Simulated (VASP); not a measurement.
# VO2 (P4_2/mnm) in VASP: a series of runs

Aim: see how the results for VO2 move with the level of theory and the settings. Levels: LDA, PBE, BLYP+D3(BJ). Tasks: single point.

Program: VASP 6.6.1. These are calculated values, not measurements. Logs are shortened: lines on timing, memory, paths and dates and some standing lists are left out, and cuts for length are marked.

## (1) The cell of the first run

Symmetry: P4_2/mnm, No. 136, tetragonal system. The conventional cell has a = 4.507 Å, b = 4.507 Å, c = 3.044 Å, α = 90.00°, β = 90.00°, γ = 90.00°. V (site symmetry mmm) has 6 O at 1.91 to 1.99 Å within 2.5 Å. O (site symmetry m2m) has 3 V at 1.91 to 1.99 Å and 1 O at 2.55 Å within 2.6 Å.

## (2) Single point, LDA, collinear spin, ferromagnetic start

INCAR

```
PREC = Accurate
ENCUT = 600
EDIFF = 1E-6
ISMEAR = -1
SIGMA = 0.05
LREAL = False
LASPH = True
NELM = 200
ALGO = Normal
ISIF = 2
LWAVE = False
LCHARG = False
ISPIN = 2
MAGMOM = 2 2 0 0 0 0
LORBIT = 11
LMAXMIX = 4
NBANDS = 38
GGA_COMPAT = False
```

KPOINTS

```
regular mesh
0
Gamma
  6 6 9
```

POSCAR

```
VO2
1.0
    4.5072020454      0.0000000000      0.0000000000
    0.0000000000      4.5072020454      0.0000000000
    0.0000000000      0.0000000000      3.0444500000
V O
2 4
Direct
    0.5000000000      0.5000000000      0.5000000000
    0.0000000000      0.0000000000      0.0000000000
    0.2003580000      0.7996420000      0.5000000000
    0.7996420000      0.2003580000      0.5000000000
    0.7003580000      0.7003580000      0.0000000000
    0.2996420000      0.2996420000      0.0000000000
```

Potentials or basis: VASP PAW LDA potentials, release 64 (V_sv, O).

Command:

```console
cat potpaw_LDA.64/V_sv/POTCAR potpaw_LDA.64/O/POTCAR > POTCAR
mpirun -np 1 vasp_std > vasp.out
```

OUTCAR:

```text
PREC = Accurate
   ENCUT = 600
   EDIFF = 1E-6
   ISMEAR = -1
   LREAL = False
   LASPH = True
   NELM = 200
   ISIF = 2
   ISPIN = 2
   LORBIT = 11

 ion  position               nearest neighbor table
   1  0.500  0.500  0.500-   3 1.91   4 1.91   5 1.99   6 1.99   5 1.99   6 1.99
   2  0.000  0.000  0.000-   5 1.91   6 1.91   3 1.99   4 1.99   3 1.99   4 1.99
   3  0.200  0.800  0.500-   1 1.91   2 1.99   2 1.99
   4  0.800  0.200  0.500-   1 1.91   2 1.99   2 1.99
   5  0.700  0.700  0.000-   2 1.91   1 1.99   1 1.99
   6  0.300  0.300  0.000-   2 1.91   1 1.99   1 1.99

  LATTYP: Found a simple tetragonal cell.
 ALAT       =     4.5072020454
 C/A-ratio  =     0.6754633960

  Lattice vectors:

 A1 = (   4.5072020454,   0.0000000000,   0.0000000000)
 A2 = (   0.0000000000,   4.5072020454,   0.0000000000)
 A3 = (   0.0000000000,   0.0000000000,   3.0444500000)

Analysis of symmetry for initial positions (statically):
=====================================================================
 Subroutine PRICEL returns:
 Original cell was already a primitive cell.

 Routine SETGRP: Setting up the symmetry group for a
 simple tetragonal supercell.

 Subroutine GETGRP returns: Found 16 space group operations
 (whereof  8 operations were pure point group operations)
 out of a pool of 16 trial point group operations.

The static configuration has the point symmetry D_2h.
 The point group associated with its full space group is D_4h.

Analysis of symmetry for dynamics (positions and initial velocities):
=====================================================================
 Subroutine PRICEL returns:
 Original cell was already a primitive cell.

 Routine SETGRP: Setting up the symmetry group for a
 simple tetragonal supercell.

 Subroutine GETGRP returns: Found 16 space group operations
 (whereof  8 operations were pure point group operations)
 out of a pool of 16 trial point group operations.

The dynamic configuration has the point symmetry D_2h.
 The point group associated with its full space group is D_4h.

Analysis of structural, dynamic, and magnetic symmetry:
=====================================================================
 Subroutine PRICEL returns:
 Original cell was already a primitive cell.

 Routine SETGRP: Setting up the symmetry group for a
 simple tetragonal supercell.

 Subroutine GETGRP returns: Found 16 space group operations
 (whereof  8 operations were pure point group operations)
 out of a pool of 16 trial point group operations.

The overall configuration has the point symmetry D_2h.
 The point group associated with its full space group is D_4h.

[... 143 lines left out ...]
 number of electron      49.9999995 magnetization       1.9994015

 Free energy of the ion-electron system (eV)
  ---------------------------------------------------
  ext. energy  EPLUGINS =         0.00000000
  ---------------------------------------------------
  free energy    TOTEN  =       -56.77286191 eV

  energy without entropy =      -56.73213737  energy(sigma->0) =      -56.75249964

 E-fermi :   5.4333     XC(G=0): -12.1235

 val. band max:        5.4263958460   @ k =   0.3333   0.3333   0.3333
 cond. band min:       5.4437490884   @ k =   0.5000   0.5000   0.3333
 fundamental gap:      0.0173532424
 Fermi energy:         5.4332651324

 spin component 1

 k-point     1 :       0.0000    0.0000    0.0000
  band No.  band energies     occupation
      1     -59.8243      1.00000
      2     -59.8151      1.00000
      3     -34.0655      1.00000
      4     -34.0655      1.00000
      5     -34.0283      1.00000
      6     -34.0065      1.00000
[... 949 lines left out ...]
     36      15.0534      0.00000
     37      18.0950      0.00000

 [... further k-points ...]

 spin component 2

 k-point     1 :       0.0000    0.0000    0.0000
  band No.  band energies     occupation
      1     -58.8199      1.00000
      2     -58.8102      1.00000
      3     -33.1320      1.00000
      4     -33.1320      1.00000
      5     -33.0430      1.00000
      6     -33.0194      1.00000
[... 949 lines left out ...]
     36      15.1494      0.00000
     37      18.3268      0.00000

 [... further k-points ...]

 [bands above 37 left out]

------------------------ aborting loop because EDIFF is reached ----------------------------------------

  FORCE on cell =-STRESS in cart. coord.  units (eV):
  Direction    XX          YY          ZZ          XY          YZ          ZX
  --------------------------------------------------------------------------------------
  -------------------------------------------------------------------------------------
  Total       -5.9089918     -5.9089918    -13.8386400     -0.0000000      0.0000000      0.0000000
  in kB     -153.0738722   -153.0738722   -358.4933413     -0.0000000      0.0000000      0.0000000
  external PRESSURE =    -221.5470285 kB  Pullay stress =       0.0000000 kB

 VOLUME and BASIS-vectors are now :
 -----------------------------------------------------------------------------
  energy-cutoff  :      600.00
  volume of cell :       61.85
      direct lattice vectors                 reciprocal lattice vectors
     4.507202045  0.000000000  0.000000000     0.221867134  0.000000000  0.000000000
     0.000000000  4.507202045  0.000000000     0.000000000  0.221867134  0.000000000
     0.000000000  0.000000000  3.044450000     0.000000000  0.000000000  0.328466554

 POSITION                                       TOTAL-FORCE (eV/Angst)
 -----------------------------------------------------------------------------------
      2.25360      2.25360      1.52222        -0.000000      0.000000      0.000000
      0.00000      0.00000      0.00000        -0.000000      0.000000      0.000000
      0.90305      3.60415      1.52222        -0.229025      0.229025      0.000000
      3.60415      0.90305      1.52222         0.229025     -0.229025      0.000000
      3.15666      3.15666      0.00000        -0.229025     -0.229025      0.000000
      1.35055      1.35055      0.00000         0.229025      0.229025      0.000000
 -----------------------------------------------------------------------------------
    total drift:                                0.000000      0.000000      0.000000

  FREE ENERGIE OF THE ION-ELECTRON SYSTEM (eV)
  ---------------------------------------------------
  free  energy   TOTEN  =       -56.7728619111 eV

  energy  without entropy=      -56.7321373668  energy(sigma->0) =      -56.75249964

 total charge

# of ion       s       p       d       tot
------------------------------------------
    1        2.271   6.302   2.853  11.426
    2        2.271   6.302   2.853  11.426
    3        1.555   3.429   0.000   4.984
    4        1.555   3.429   0.000   4.984
    5        1.555   3.429   0.000   4.984
    6        1.555   3.429   0.000   4.984
--------------------------------------------------
tot         10.762  26.319   5.707  42.788

 magnetization (x)

# of ion       s       p       d       tot
------------------------------------------
    1        0.012   0.009   1.008   1.029
    2        0.012   0.009   1.008   1.029
    3       -0.002  -0.045   0.000  -0.046
    4       -0.002  -0.045   0.000  -0.046
    5       -0.002  -0.045   0.000  -0.046
    6       -0.002  -0.045   0.000  -0.046
--------------------------------------------------
tot          0.018  -0.161   2.015   1.872
```

Run time: 7.1 min. Hardware: 1 thread of Oxide Virtual Turin-like, shared host; peak memory 0.27 GiB.

What came out:

* Free energy: -56.7729 eV
* Pressure: -22.2 GPa
* Largest force: 0.324 eV/Å
* Band gap on the k mesh: zero (filled and empty bands overlap)
* Net moment: 2.00 μB per cell
* Site moments: V +1.03; O -0.05 μB
* Valence electrons inside the program's atomic spheres: V 11.43; O 4.98

Forces on the atoms (eV/Å):
```
V    0.000  0.000  0.000
V    0.000  0.000  0.000
O   -0.229  0.229  0.000
O    0.229 -0.229  0.000
O   -0.229 -0.229  0.000
O    0.229  0.229  0.000
```

Caveat: the stress differs along the axes, from -36 to -15 GPa; semilocal functionals often make such compounds metallic where correlation or magnetic order opens a gap, which also shifts bond lengths. With open d or f shells a metallic result of LDA can be an artefact of self-interaction; +U or a hybrid may open a gap.

## (3) Single point, PBE, collinear spin, ferromagnetic start

INCAR

```
SYSTEM = VO2
  PREC = Accurate
  ENCUT = 600
  EDIFF = 1E-6
  ISMEAR = 0
  SIGMA = 0.011
  LREAL = .False.
  LASPH = .True.
  NELM = 200
  ALGO = Normal
  ISIF = 2
  LWAVE = .False.
  LCHARG = .True.
  ISPIN = 2
  MAGMOM = 2 2 0 0 0 0
  LORBIT = 11
  LMAXMIX = 4
  GGA = PE
  LELF = .True.
  LVHAR = .True.
  NBANDS = 38
  GGA_COMPAT = .False.
```

KPOINTS

```
regular mesh
0
Gamma
  6 6 9
  0 0 0
```

POSCAR is that of step 2.

Potentials or basis: VASP PAW PBE potentials, release 64 (V_sv, O).

Command:

```console
cat potpaw_PBE.64/V_sv/POTCAR potpaw_PBE.64/O/POTCAR > POTCAR
mpirun -np 1 vasp_std > vasp.out
```

OUTCAR:

```text
SYSTEM = VO2
   PREC = Accurate
   ENCUT = 600
   EDIFF = 1E-6
   ISMEAR = 0
   LREAL = .False.
   LASPH = .True.
   NELM = 200
   ISIF = 2
   ISPIN = 2
   LORBIT = 11
   GGA = PE

 ion  position               nearest neighbor table
   1  0.500  0.500  0.500-   3 1.91   4 1.91   5 1.99   6 1.99   5 1.99   6 1.99
   2  0.000  0.000  0.000-   5 1.91   6 1.91   3 1.99   4 1.99   3 1.99   4 1.99
   3  0.200  0.800  0.500-   1 1.91   2 1.99   2 1.99
   4  0.800  0.200  0.500-   1 1.91   2 1.99   2 1.99
   5  0.700  0.700  0.000-   2 1.91   1 1.99   1 1.99
   6  0.300  0.300  0.000-   2 1.91   1 1.99   1 1.99

  LATTYP: Found a simple tetragonal cell.
 ALAT       =     4.5072020454
 C/A-ratio  =     0.6754633960

  Lattice vectors:

 A1 = (   4.5072020454,   0.0000000000,   0.0000000000)
 A2 = (   0.0000000000,   4.5072020454,   0.0000000000)
 A3 = (   0.0000000000,   0.0000000000,   3.0444500000)

Analysis of symmetry for initial positions (statically):
=====================================================================
 Subroutine PRICEL returns:
 Original cell was already a primitive cell.

 Routine SETGRP: Setting up the symmetry group for a
 simple tetragonal supercell.

 Subroutine GETGRP returns: Found 16 space group operations
 (whereof  8 operations were pure point group operations)
 out of a pool of 16 trial point group operations.

The static configuration has the point symmetry D_2h.
 The point group associated with its full space group is D_4h.

Analysis of symmetry for dynamics (positions and initial velocities):
=====================================================================
 Subroutine PRICEL returns:
 Original cell was already a primitive cell.

 Routine SETGRP: Setting up the symmetry group for a
 simple tetragonal supercell.

 Subroutine GETGRP returns: Found 16 space group operations
 (whereof  8 operations were pure point group operations)
 out of a pool of 16 trial point group operations.

The dynamic configuration has the point symmetry D_2h.
 The point group associated with its full space group is D_4h.

Analysis of structural, dynamic, and magnetic symmetry:
=====================================================================
 Subroutine PRICEL returns:
 Original cell was already a primitive cell.

 Routine SETGRP: Setting up the symmetry group for a
 simple tetragonal supercell.

 Subroutine GETGRP returns: Found 16 space group operations
 (whereof  8 operations were pure point group operations)
 out of a pool of 16 trial point group operations.

The overall configuration has the point symmetry D_2h.
 The point group associated with its full space group is D_4h.

 Subroutine INISYM returns: Found 16 space group operations
 (whereof  8 operations are pure point group operations),
 and found     1 'primitive' translations

----------------------------------------------------------------------------------------

                                     Primitive cell

  volume of cell :      61.8476

  direct lattice vectors                    reciprocal lattice vectors
     4.507202045  0.000000000  0.000000000     0.221867134  0.000000000  0.000000000
     0.000000000  4.507202045  0.000000000     0.000000000  0.221867134  0.000000000
     0.000000000  0.000000000  3.044450000     0.000000000  0.000000000  0.328466554

  length of vectors
     4.507202045  4.507202045  3.044450000     0.221867134  0.221867134  0.328466554

[... 89 lines left out ...]
   LREAL  =      F    real-space projection
[... 7 lines left out ...]
   TEBEG  =    0.0;   TEEND  =   0.0 temperature during run
   PSTRESS=    0.0 pullay stress
   NELECT =      50.0000    total number of electrons
   NUPDOWN=      -1.0000    fix difference up-down
   EMIN   =  10.00;   EMAX   =-10.00  energy-range for DOS
   EFERMI =   0.00;   METHOD = LEGACY
   ISMEAR =     0;   SIGMA  =   0.01  broadening in eV -4-tet -1-fermi 0-gaus
   EFERMI_NEDOS =   21; number of points for ismear=-14 and -15
   IALGO  =     38    algorithm
   IMIX   =      4    mixing-type and parameters
     AMIX     =   0.40;   BMIX     =  1.00
     AMIX_MAG =   1.60;   BMIX_MAG =  1.00
  volume/ion in A,a.u.               =      10.31        69.56
  Fermi-wavevector in a.u.,A,eV,Ry     =   1.525073  2.881969 31.645064  2.325847
  Thomas-Fermi vector in A             =   2.633293
   LORBIT       =     11    0 simple, 1 ext, 2 COOP (PROOUT), +10 PAW based schemes
   GGA     = PE    functional components
   LHFCALC =     F    Hartree Fock is set to
   AEXX    =    0.0000 exact exchange contribution
   IVDW    =     0    specifies the selected vdW correction
   LEPSILON=     F    determine dielectric tensor
   LRPA    =     F    only Hartree local field effects (RPA)
 spin polarized calculation
 Gauss-broadening in eV      SIGMA  =   0.01
  energy-cutoff  :      600.00
  volume of cell :       61.85
 maximum number of plane-waves:      2092
   NGX = 19   NGY = 19   NGZ = 13

 number of electron      49.9999995 magnetization       1.9999098

 Free energy of the ion-electron system (eV)
  ---------------------------------------------------
  ext. energy  EPLUGINS =         0.00000000
  ---------------------------------------------------
  free energy    TOTEN  =       -51.67884884 eV

  energy without entropy =      -51.67868597  energy(sigma->0) =      -51.67876741

 E-fermi :   5.6227     XC(G=0): -11.5401

 val. band max:        5.6163011628   @ k =   0.1667   0.0000   0.1111
 cond. band min:       5.6232914200   @ k =   0.5000   0.5000   0.3333
 fundamental gap:      0.0069902572
 Fermi energy:         5.6226899142

 spin component 1

 k-point     1 :       0.0000    0.0000    0.0000
  band No.  band energies     occupation
      1     -60.3806      1.00000
      2     -60.3722      1.00000
      3     -34.1932      1.00000
      4     -34.1932      1.00000
      5     -34.1552      1.00000
      6     -34.1346      1.00000
[... 949 lines left out ...]
     36      15.5756      0.00000
     37      18.6280      0.00000

 [... further k-points ...]

 spin component 2

 k-point     1 :       0.0000    0.0000    0.0000
  band No.  band energies     occupation
      1     -59.2357      1.00000
      2     -59.2267      1.00000
      3     -33.1067      1.00000
      4     -33.1067      1.00000
      5     -33.0137      1.00000
      6     -32.9913      1.00000
[... 949 lines left out ...]
     36      15.6983      0.00000
     37      18.9531      0.00000

 [... further k-points ...]

 [bands above 37 left out]

------------------------ aborting loop because EDIFF is reached ----------------------------------------

  FORCE on cell =-STRESS in cart. coord.  units (eV):
  Direction    XX          YY          ZZ          XY          YZ          ZX
  --------------------------------------------------------------------------------------
  -------------------------------------------------------------------------------------
  Total       -0.8550180     -0.8550180     -8.3627119      0.0000000      0.0000000      0.0000000
  in kB      -22.1494494    -22.1494494   -216.6380901      0.0000000      0.0000000      0.0000000
  external PRESSURE =     -86.9789963 kB  Pullay stress =       0.0000000 kB

 VOLUME and BASIS-vectors are now :
 -----------------------------------------------------------------------------
  energy-cutoff  :      600.00
  volume of cell :       61.85
      direct lattice vectors                 reciprocal lattice vectors
     4.507202045  0.000000000  0.000000000     0.221867134  0.000000000  0.000000000
     0.000000000  4.507202045  0.000000000     0.000000000  0.221867134  0.000000000
     0.000000000  0.000000000  3.044450000     0.000000000  0.000000000  0.328466554

 POSITION                                       TOTAL-FORCE (eV/Angst)
 -----------------------------------------------------------------------------------
      2.25360      2.25360      1.52222         0.000000      0.000000      0.000000
      0.00000      0.00000      0.00000         0.000000      0.000000      0.000000
      0.90305      3.60415      1.52222        -0.141055      0.141055      0.000000
      3.60415      0.90305      1.52222         0.141055     -0.141055     -0.000000
      3.15666      3.15666      0.00000        -0.141055     -0.141055     -0.000000
      1.35055      1.35055      0.00000         0.141055      0.141055      0.000000
 -----------------------------------------------------------------------------------
    total drift:                                0.000000      0.000000      0.000000

  FREE ENERGIE OF THE ION-ELECTRON SYSTEM (eV)
  ---------------------------------------------------
  free  energy   TOTEN  =       -51.6788488415 eV

  energy  without entropy=      -51.6786859727  energy(sigma->0) =      -51.67876741

 total charge

# of ion       s       p       d       tot
------------------------------------------
    1        2.267   6.297   2.830  11.393
    2        2.267   6.297   2.830  11.393
    3        1.567   3.455   0.000   5.022
    4        1.567   3.455   0.000   5.022
    5        1.567   3.455   0.000   5.022
    6        1.567   3.455   0.000   5.022
--------------------------------------------------
tot         10.803  26.414   5.659  42.876

 magnetization (x)

# of ion       s       p       d       tot
------------------------------------------
    1        0.015   0.012   1.055   1.082
    2        0.015   0.012   1.055   1.082
    3       -0.002  -0.066   0.000  -0.068
    4       -0.002  -0.066   0.000  -0.068
    5       -0.002  -0.066   0.000  -0.068
    6       -0.002  -0.066   0.000  -0.068
--------------------------------------------------
tot          0.023  -0.241   2.110   1.892
```

Run time: 5.1 min. Hardware: 1 thread of Oxide Virtual Turin-like, shared host; peak memory 0.3 GiB.

What came out:

```yaml
Free_energy: -51.6788 eV
Pressure: -8.7 GPa
Largest_force: 0.199 eV/Å
Band_gap_on_the_k_mesh: zero (filled and empty bands overlap)
Net_moment: 2.00 μB per cell
Site_moments: V +1.08; O -0.07 μB
Valence_electrons_inside_the_program's_atomic_spheres: V 11.39; O 5.02
```

Forces in eV/Å, atoms in the order of the input:
```
V    0.000  0.000  0.000
V    0.000  0.000  0.000
O   -0.141  0.141  0.000
O    0.141 -0.141  0.000
O   -0.141 -0.141  0.000
O    0.141  0.141  0.000
```

Stress tensor (GPa, compression positive):
```
 -2.21   0.00   0.00
  0.00  -2.21   0.00
  0.00   0.00 -21.66
```

Levels at points of the mesh, in eV from the Fermi level:
Spin up:
```tsv
k point	band 22	band 23	band 24	band 25	band 26	band 27	band 28	band 29	band 30	band 31
(0.00, 0.00, 0.00)	-1.53	-1.53	-1.02	-0.78	-0.47	-0.34	-0.34	-0.33	1.88	1.91
(0.50, 0.00, 0.00)	-3.30	-1.78	-1.78	-0.13	-0.13	0.38	0.38	0.94	0.94	3.44
(0.50, 0.50, 0.00)	-2.75	-2.35	-2.35	-0.71	-0.71	-0.31	-0.31	1.34	1.34	3.30
```
Spin down:
```csv
k point,band 21,band 22,band 23,band 24,band 25,band 26,band 27,band 28
"(0.00, 0.00, 0.00)",-2.05,-1.65,-1.65,-1.20,0.60,0.72,0.80,0.91
"(0.50, 0.00, 0.00)",-3.19,-3.19,-1.93,-1.93,1.15,1.15,1.55,1.55
"(0.50, 0.50, 0.00)",-2.82,-2.82,-2.42,-2.42,0.59,0.59,0.94,0.94
```

Caveat: the stress differs along the axes, from -22 to -2 GPa; semilocal functionals often make such compounds metallic where correlation or magnetic order opens a gap, which also shifts bond lengths. With open d or f shells a metallic result of PBE can be an artefact of self-interaction; +U or a hybrid may open a gap.

[end of part 1 of 3]
